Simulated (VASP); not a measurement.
# AlIn2As3 (P3m1) in VASP: relaxation of cell and atoms with PBE

Aim: the relaxation of cell and atoms of AlIn2As3 with PBE.

Everything below comes from runs of VASP 6.6.1. Logs are shortened: lines on timing, memory, paths and dates and some standing lists are left out, and cuts for length are marked.

### Step 1. The cell of the first run

The structure is trigonal, space group P3m1 (No. 156). The conventional cell has a = 4.275 Å, b = 4.275 Å, c = 10.442 Å, α = 90.00°, β = 90.00°, γ = 120.00°. Within 3.3 Å of Al (site symmetry 3m) lie 4 As at 2.48 to 2.57 Å. Within 3.5 Å of In (site symmetry 3m) lie 4 As at 2.65 to 2.69 Å. In (site symmetry 3m) has 4 As at 2.64 to 2.67 Å within 3.5 Å. Within 3.4 Å of As (site symmetry 3m) lie 3 Al at 2.57 Å and 1 In at 2.69 Å. As (site symmetry 3m) has 1 Al at 2.48 Å and 3 In at 2.64 Å within 3.3 Å. Within 3.5 Å of As (site symmetry 3m) lie 4 In at 2.65 to 2.67 Å.

### Step 2. Relaxation of cell and atoms, PBE

Input file INCAR:

```
PREC     = Accurate       # precision mode
ENCUT    = 500            # plane-wave cutoff, eV
EDIFF    = 1E-7           # SCF threshold, eV
ISMEAR   = 0              # smearing method
SIGMA    = 0.1            # smearing width, eV
LREAL    = F              # projectors in reciprocal space
LASPH    = T              # aspherical terms in the spheres
NELM     = 120            # most SCF steps
ALGO     = Normal         # electronic algorithm
ISIF     = 3              # what is computed and relaxed
LWAVE    = F              # write WAVECAR
LCHARG   = F              # write CHGCAR
GGA      = PE             # functional
IBRION   = 2              # ionic algorithm
NSW      = 100            # ionic steps
EDIFFG   = -0.01          # ionic threshold
GGA_COMPAT= F            
NELMIN   = 4
```

Input file KPOINTS:

```
Automatic mesh
0
Gamma
  12 12 4
```

Input file POSCAR:

```
AlIn2As3
1.0
    4.2752372347      0.0000000000      0.0000000000
   -2.1376186174      3.7024640525      0.0000000000
    0.0000000000      0.0000000000     10.4418505670
Al In As
1 2 3
Direct
    0.0000000000      0.0000000000      0.9994317776
    0.6666666667      0.3333333333      0.6734436110
    0.3333333333      0.6666666667      0.3269578070
    0.6666666667      0.3333333333      0.9313414232
    0.0000000000      0.0000000000      0.2365980999
    0.3333333333      0.6666666667      0.5822272812
```

Potentials or basis: VASP PAW PBE potentials, release 64 (Al, In_d, As).

Command:

```console
$ cat potpaw_PBE.64/Al/POTCAR potpaw_PBE.64/In_d/POTCAR potpaw_PBE.64/As/POTCAR > POTCAR
$ mpirun -np 1 vasp_std > vasp.out
```

OUTCAR:

```text
PREC = Accurate
   ENCUT = 500
   EDIFF = 1E-7
   ISMEAR = 0
   LREAL = F
   LASPH = T
   NELM = 120
   ISIF = 3
   GGA = PE
   IBRION = 2
   NSW = 100
   EDIFFG = -0.01
   NELMIN = 4

 ion  position               nearest neighbor table
   1  0.000  0.000  0.999-   5 2.48   4 2.57   4 2.57   4 2.57
   2  0.667  0.333  0.673-   6 2.65   6 2.65   6 2.65   4 2.69
   3  0.333  0.667  0.327-   5 2.64   5 2.64   5 2.64   6 2.67
   4  0.667  0.333  0.931-   1 2.57   1 2.57   1 2.57   2 2.69
   5  0.000  0.000  0.237-   1 2.48   3 2.64   3 2.64   3 2.64
   6  0.333  0.667  0.582-   2 2.65   2 2.65   2 2.65   3 2.67

  LATTYP: Found a hexagonal cell.
 ALAT       =     4.2752372347
 C/A-ratio  =     2.4424026069

  Lattice vectors:

 A1 = (   4.2752372347,   0.0000000000,   0.0000000000)
 A2 = (  -2.1376186174,   3.7024640525,   0.0000000000)
 A3 = (   0.0000000000,   0.0000000000,  10.4418505670)

Analysis of symmetry for initial positions (statically):
=====================================================================
 Subroutine PRICEL returns:
 Original cell was already a primitive cell.

 Routine SETGRP: Setting up the symmetry group for a
 hexagonal supercell.

 Subroutine GETGRP returns: Found  6 space group operations
 (whereof  6 operations were pure point group operations)
 out of a pool of 24 trial point group operations.

The static configuration has the point symmetry C_3v.

Analysis of symmetry for dynamics (positions and initial velocities):
=====================================================================
 Subroutine PRICEL returns:
 Original cell was already a primitive cell.

 Routine SETGRP: Setting up the symmetry group for a
 hexagonal supercell.

 Subroutine GETGRP returns: Found  6 space group operations
 (whereof  6 operations were pure point group operations)
 out of a pool of 24 trial point group operations.

The dynamic configuration has the point symmetry C_3v.

 Subroutine INISYM returns: Found  6 space group operations
 (whereof  6 operations are pure point group operations),
 and found     1 'primitive' translations

----------------------------------------------------------------------------------------

                                     Primitive cell

  volume of cell :     165.2831

  direct lattice vectors                    reciprocal lattice vectors
     4.275237235  0.000000000  0.000000000     0.233905148  0.135045200  0.000000000
    -2.137618617  3.702464052  0.000000000     0.000000000  0.270090401  0.000000000
     0.000000000  0.000000000 10.441850567     0.000000000  0.000000000  0.095768465

  length of vectors
     4.275237235  4.275237235 10.441850567     0.270090401  0.270090401  0.095768465

  position of ions in fractional coordinates (direct lattice)
     0.000000000  0.000000000  0.999431778
     0.666666667  0.333333333  0.673443611
     0.333333333  0.666666667  0.326957807
     0.666666667  0.333333333  0.931341423
     0.000000000  0.000000000  0.236598100
     0.333333333  0.666666667  0.582227281

  ion indices of the primitive-cell ions
   primitive index   ion index
                 1           1
                 2           2
                 3           3
                 4           4
                 5           5
                 6           6

----------------------------------------------------------------------------------------

 KPOINTS: Automatic mesh

Automatic generation of k-mesh.
 Grid dimensions read from file:
 generate k-points for:   12   12    4

 Generating k-lattice:

  Cartesian coordinates                     Fractional coordinates (reciprocal lattice)
     0.019492096  0.011253767  0.000000000     0.083333333  0.000000000  0.000000000
     0.000000000  0.022507533  0.000000000     0.000000000  0.083333333  0.000000000
     0.000000000  0.000000000  0.023942116     0.000000000  0.000000000  0.250000000

  Length of vectors
     0.022507533  0.022507533  0.023942116

  Shift w.r.t. Gamma in fractional coordinates (k-lattice)
     0.000000000  0.000000000  0.000000000

 Subroutine IBZKPT returns following result:
 ===========================================

 Found     69 irreducible k-points:

 Following reciprocal coordinates:
            Coordinates               Weight
  0.000000  0.000000  0.000000      1.000000
  0.083333  0.000000  0.000000      6.000000
  0.166667 -0.000000  0.000000      6.000000
  0.250000  0.000000  0.000000      6.000000
  0.333333 -0.000000  0.000000      6.000000
  0.416667  0.000000  0.000000      6.000000
[... 16 lines left out ...]
  0.166667 -0.000000  0.250000      6.000000
  0.000000  0.166667  0.250000      6.000000
 [... further k-points ...]
   k-points           NKPTS =     69   k-points in BZ     NKDIM =     69   number of bands    NBANDS=     26
   number of dos      NEDOS =    301   number of ions     NIONS =      6
   total plane-waves  NPLWV =  81920
   dimension x,y,z NGX =    32 NGY =   32 NGZ =   80
   dimension x,y,z NGXF=    64 NGYF=   64 NGZF=  160
   ions per type =               1   2   3
   NGX,Y,Z   is equivalent  to a cutoff of  12.44, 12.44, 12.74 a.u.
   NGXF,Y,Z  is equivalent  to a cutoff of  24.89, 24.89, 25.47 a.u.
 SYSTEM =  unknown system
   PREC   = accura    normal or accurate (medium, high low for compatibility)
   ISTART =      0    job   : 0-new  1-cont  2-samecut
   ICHARG =      2    charge: 1-file 2-atom 10-const
   ISPIN  =      1    spin polarized calculation?
   LNONCOLLINEAR =      F non collinear calculations
   LSORBIT =      F    spin-orbit coupling
   LASPH  =      T    aspherical Exc in radial PAW
   ENCUT  =  500.0 eV  36.75 Ry    6.06 a.u.   7.79  7.79 19.04*2*pi/ulx,y,z
   NELM   =    120;   NELMIN=  4; NELMDL= -5     # of ELM steps
   EDIFF  = 0.1E-06   stopping-criterion for ELM
   LREAL  =      F    real-space projection
   EDIFFG = -.1E-01   stopping-criterion for IOM
   NSW    =    100    number of steps for IOM
   IBRION =      2    ionic relax: 0-MD 1-quasi-New 2-CG
   NFREE  =      1    steps in history (QN), initial steepest desc. (CG)
   ISIF   =      3    stress and relaxation
   ISYM   =      2    0-nonsym 1-usesym 2-fastsym
   POTIM  = 0.5000    time-step for ionic-motion
   TEBEG  =    0.0;   TEEND  =   0.0 temperature during run
   PSTRESS=    0.0 pullay stress
   NELECT =      44.0000    total number of electrons
   NUPDOWN=      -1.0000    fix difference up-down
   EMIN   =  10.00;   EMAX   =-10.00  energy-range for DOS
   EFERMI =   0.00;   METHOD = LEGACY
   ISMEAR =     0;   SIGMA  =   0.10  broadening in eV -4-tet -1-fermi 0-gaus
   EFERMI_NEDOS =   21; number of points for ismear=-14 and -15
   IALGO  =     38    algorithm
   IMIX   =      4    mixing-type and parameters
     AMIX     =   0.40;   BMIX     =  1.00
     AMIX_MAG =   1.60;   BMIX_MAG =  1.00
  volume/ion in A,a.u.               =      27.55       185.90
  Fermi-wavevector in a.u.,A,eV,Ry     =   1.053132  1.990131 15.090049  1.109087
  Thomas-Fermi vector in A             =   2.188242
   LORBIT       =      0    0 simple, 1 ext, 2 COOP (PROOUT), +10 PAW based schemes
   GGA     = PE    functional components
   LHFCALC =     F    Hartree Fock is set to
   AEXX    =    0.0000 exact exchange contribution
   IVDW    =     0    specifies the selected vdW correction
   LEPSILON=     F    determine dielectric tensor
   LRPA    =     F    only Hartree local field effects (RPA)
 conjugate gradient relaxation of ions
 non-spin polarized calculation
 Gauss-broadening in eV      SIGMA  =   0.10
  energy-cutoff  :      500.00
  volume of cell :      165.28
 maximum number of plane-waves:      4226
   NGX = 15   NGY = 15   NGZ = 39

--------------------------------------- Ionic step        1  -------------------------------------------

 number of electron      44.0000005 magnetization

 Free energy of the ion-electron system (eV)
  ---------------------------------------------------
  ext. energy  EPLUGINS =         0.00000000
  ---------------------------------------------------
  free energy    TOTEN  =       -24.67463978 eV

  energy without entropy =      -24.67421777  energy(sigma->0) =      -24.67442878

------------------------ aborting loop because EDIFF is reached ----------------------------------------

  FORCE on cell =-STRESS in cart. coord.  units (eV):
  Direction    XX          YY          ZZ          XY          YZ          ZX
  --------------------------------------------------------------------------------------
  -------------------------------------------------------------------------------------
  Total       -0.2197199     -0.2197199      0.0090230      0.0000000      0.0000000      0.0000000
  in kB       -2.1298615     -2.1298615      0.0874647      0.0000000      0.0000000      0.0000000
  external PRESSURE =      -1.3907528 kB  Pullay stress =       0.0000000 kB
[... 225 lines left out ...]
  energy  without entropy=      -24.6754730303  energy(sigma->0) =      -24.67568362

--------------------------------------- Ionic step        7  -------------------------------------------

 number of electron      44.0000005 magnetization

 Free energy of the ion-electron system (eV)
  ---------------------------------------------------
  ext. energy  EPLUGINS =         0.00000000
  ---------------------------------------------------
  free energy    TOTEN  =       -24.67591533 eV

  energy without entropy =      -24.67549477  energy(sigma->0) =      -24.67570505

 E-fermi :   3.9906     XC(G=0):  -8.8528

 val. band max:        3.9424751366   @ k =   0.0000   0.0000   0.0000
 cond. band min:       4.7032990602   @ k =   0.0000   0.0000   0.2500
 fundamental gap:      0.7608239236
 Fermi energy:         3.9905924904

 k-point     1 :       0.0000    0.0000    0.0000
  band No.  band energies     occupation
      1     -10.4146      2.00000
      2     -10.3565      2.00000
      3     -10.3460      2.00000
      4     -10.3460      2.00000
      5     -10.3155      2.00000
      6     -10.3155      2.00000
[... 685 lines left out ...]
     25       6.5574      0.00000
     26       7.1801      0.00000

 [... further k-points ...]

------------------------ aborting loop because EDIFF is reached ----------------------------------------

  FORCE on cell =-STRESS in cart. coord.  units (eV):
  Direction    XX          YY          ZZ          XY          YZ          ZX
  --------------------------------------------------------------------------------------
  -------------------------------------------------------------------------------------
  Total        0.0003931      0.0003931      0.0031632     -0.0000000      0.0000000      0.0000000
  in kB        0.0038197      0.0038197      0.0307390     -0.0000000      0.0000000      0.0000000
  external PRESSURE =       0.0127928 kB  Pullay stress =       0.0000000 kB
[... 21 lines left out ...]
  FREE ENERGIE OF THE ION-ELECTRON SYSTEM (eV)
  ---------------------------------------------------
  free  energy   TOTEN  =       -24.6759153260 eV

  energy  without entropy=      -24.6754947740  energy(sigma->0) =      -24.67570505

 reached required accuracy - stopping structural energy minimisation
```

Wall time 29 min (1 thread of Oxide Virtual Turin-like, shared host); peak memory 0.43 GiB.

Results:

- Free energy: -24.6759 eV
- Relaxed volume: 27.48 Å³/atom
- Relaxed cell: a = 4.265 Å, b = 4.265 Å, c = 10.468 Å, α = 90.00°, β = 90.00°, γ = 120.00°
- Space group after relaxing (to 0.1 Å): P3m1 (No. 156)
- Energy gained by relaxing: 0.2 meV/atom
- Ionic steps: 7
- Pressure after relaxing: 0.0 GPa
- Largest force after relaxing: 0.005 eV/Å
- Band gap on the k mesh: 0.01 eV

Forces in eV/Å, atoms in the order of the input:
```
Al   0.000  0.000 -0.004
In   0.000  0.000 -0.005
In   0.000  0.000  0.005
As   0.000  0.000  0.000
As   0.000  0.000  0.002
As   0.000  0.000  0.001
```

Step by step:
```
step  energy change (eV)  largest force (eV/Å)  pressure (GPa)  volume (Å³)
   1              0.0000                0.0810           -0.14       165.28
   2             -0.0008                0.0492            0.05       164.71
   3             -0.0008                0.0412            0.10       164.57
   4             -0.0012                0.0252            0.03       164.78
   5             -0.0013                0.0162           -0.02       164.94
   6             -0.0013                0.0174           -0.01       164.92
   7             -0.0013                0.0052            0.00       164.87
```

Final structure:
```
Al In As
1.0
     4.26469    0.00000    0.00000
    -2.13234    3.69333    0.00000
     0.00000    0.00000   10.46750
Al In As
1 2 3
Direct
  0.00000 0.00000 0.99991
  0.66667 0.33333 0.67378
  0.33333 0.66667 0.32758
  0.66667 0.33333 0.93027
  0.00000 0.00000 0.23633
  0.33333 0.66667 0.58213
```

Levels at points of the mesh, in eV from the valence-band top:
```csv
k point,band 19,band 20,band 21,band 22,band 23,band 24,band 25,band 26
"(0.00, 0.00, 0.00)",-0.58,-0.22,0.00,0.00,0.01,1.10,1.45,3.72
"(0.50, 0.00, 0.00)",-2.19,-2.14,-1.42,-1.23,1.38,1.92,2.26,2.31
"(0.00, 0.00, 0.50)",-0.42,-0.42,-0.16,-0.16,0.94,1.36,1.53,3.88
"(0.50, 0.00, 0.50)",-2.21,-1.79,-1.02,-0.93,0.99,1.67,2.26,3.14
```

Caveat: the smearing spreads over this small gap; semilocal functionals underestimate gaps, and a narrow one can read as zero; spin-orbit coupling is left out, which moves the levels of the heavy elements.

The gap in the log of VASP goes by the Fermi energy; the results here count the filled bands.